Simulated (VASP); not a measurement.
Write the native input for VASP 6.6.1 that does the following.

| Property | Result |
| --- | --- |
| Task | relaxation of cell and atoms |
| Functional | PBE |
| Potentials or basis | VASP PAW PBE potentials, release 64 (Cs_sv, Pt, S) |
| Cutoff | 600 eV |
| k mesh | 10 × 10 × 12 |
| Occupations | gaussian, width 0.1 eV |
| Spin | no spin polarisation |
| Dipole correction | no |
| Further INCAR settings | ALGO = Normal; EDIFF = 1e-06; IBRION = 2; EDIFFG = -0.01; NSW = 100; ISIF = 3 |

The structure of CsPtS lies in POSCAR:

```
CsPtS
1.0
    5.1037395559      0.0000000000      0.0000000000
    0.0000000000      5.1037395559      0.0000000000
    0.0000000000      0.0000000000      4.3218137541
Cs Pt S
1 1 1
Direct
    0.0000000000      0.0000000000      0.0000000000
    0.5000000000      0.5000000000      0.0000000000
    0.5000000000      0.5000000000      0.5000000000
```

The cell was generated, and may not be a known phase.

These files were run (other wordings do the same):

INCAR

```
SYSTEM = CsPtS
PREC = Accurate
ENCUT = 600
EDIFF = 1E-6
ISMEAR = 0
SIGMA = 0.1
LREAL = .FALSE.
LASPH = .TRUE.
NELM = 60
ALGO = Normal
ISIF = 3
LWAVE = .FALSE.
LCHARG = .FALSE.
GGA = PE
IBRION = 2
NSW = 100
EDIFFG = -0.01
```

KPOINTS

```
regular mesh
0
G
  10 10 12
  0 0 0
```

Potentials or basis: VASP PAW PBE potentials, release 64 (Cs_sv, Pt, S).

Command:

```bash
$ cat potpaw_PBE.64/Cs_sv/POTCAR potpaw_PBE.64/Pt/POTCAR potpaw_PBE.64/S/POTCAR > POTCAR
$ mpirun -np 1 vasp_std > vasp.out
```

It gave:

```
Relaxed volume                        : 38.27 Å³/atom
Relaxed cell                          : a = 5.146 Å, b = 5.146 Å, c = 4.335 Å, α = 90.00°, β = 90.00°, γ = 90.00°
Space group after relaxing (to 0.1 Å) : P4/mmm (No. 123)
Energy gained by relaxing             : 0.9 meV/atom
Ionic steps                           : 7
Pressure after relaxing               : 0.0 GPa
Band gap on the k mesh                : zero (an odd number of electrons rules out a gap without spin polarisation)
```

Caveat: spin-orbit coupling is left out, which moves the levels of the heavy elements.

It took 17 min on 1 thread of Intel(R) Xeon(R) Platinum 8259CL CPU @ 2.50GHz (Skylake/Cascade Lake) (shared host), peak memory 0.55 GiB.
